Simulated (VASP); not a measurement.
Crystal: TiN.

```
Ti N
1.0
     0.00000    2.11250    2.11250
     2.11250    0.00000    2.11250
     2.11250    2.11250    0.00000
Ti N
1 1
Cartesian
  0.0000 0.0000 0.0000
  2.1125 2.1125 2.1125
```

Base run:

- Program: VASP 6.6.1
- Functional: r2SCAN
- Potentials or basis: VASP PAW PBE potentials, release 64 (Ti_sv, N)
- Cutoff: 520 eV
- k mesh: 8 × 8 × 8
- Occupations: gaussian, width 0.03 eV
- Spin: collinear spin, ferromagnetic start
- Starting moments: [1.0, 0.0] μB
- Hubbard terms: Ti d U = 3.0 eV

Its results: pressure 13.1 GPa; net moment 0.18 μB per cell.

Question: The run is repeated on the same cell with these changes: occupations from gaussian, width 0.03 eV to fermi-dirac, width 0.1 eV. What comes out?

Answer: Pressure 13.1 GPa; net moment 0.00 μB per cell.

Caveats: the PAW data sets were made with another functional, which shifts forces and pressure a little.
